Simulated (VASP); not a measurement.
A run of VASP 6.6.1 is set up as follows.

The input INCAR:

```
SYSTEM = Sm4TaI
PREC     = Accurate       ! precision mode
ENCUT    = 500            ! plane-wave cutoff, eV
EDIFF    = 1E-7           ! SCF threshold, eV
ISMEAR   = 0              ! smearing method
SIGMA    = 0.1            ! smearing width, eV
LREAL    = .False.        ! projectors in reciprocal space
LASPH    = .True.         ! aspherical terms in the spheres
NELM     = 200            ! most SCF steps
ALGO     = Normal         ! electronic algorithm
ISIF     = 3              ! what is computed and relaxed
LWAVE    = .False.        ! write WAVECAR
LCHARG   = .False.        ! write CHGCAR
GGA      = PE             ! functional
IBRION   = 2              ! ionic algorithm
NSW      = 90             ! ionic steps
EDIFFG   = -0.04          ! ionic threshold
GGA_COMPAT= .False.      
NELMIN   = 4            
LMAXMIX  = 6              ! l up to which the mixer works
```

The input KPOINTS:

```
Automatic mesh
0
Gamma
  4 4 4
  0 0 0
```

Contents of POSCAR:

```
Sm4TaI
1.0
    4.7443956400      0.0000000000      0.0000000000
    0.0000000000      4.7443956400      0.0000000000
    0.0000000000      0.0000000000      6.7177191000
Sm Ta I
4 1 1
Direct
    0.5000000000      0.0000000000      0.7458124800
    0.0000000000      0.5000000000      0.2541875200
    0.5000000000      0.0000000000      0.2541875200
    0.0000000000      0.5000000000      0.7458124800
    0.0000000000      0.0000000000      0.0000000000
    0.5000000000      0.5000000000      0.5000000000
```

Potentials or basis: VASP PAW PBE potentials, release 64 (Sm_3, Ta_pv, I), 4f in core.

The run is started by

```bash
$ cat potpaw_PBE.64/Sm_3/POTCAR potpaw_PBE.64/Ta_pv/POTCAR potpaw_PBE.64/I/POTCAR > POTCAR
$ mpirun -np 1 vasp_std > vasp.out
```

(1) Predict the relaxed volume.

(2) Estimate the relaxed cell.

Results:

(1) 33.62 Å³/atom.

(2) a = 5.194 Å, b = 5.194 Å, c = 7.476 Å, α = 90.00°, β = 90.00°, γ = 90.00°.

Caveat: the volume moved by over 15 % at a fixed basis, so the end points are rough; the run has no spin polarisation, though such a crystal can be magnetic.
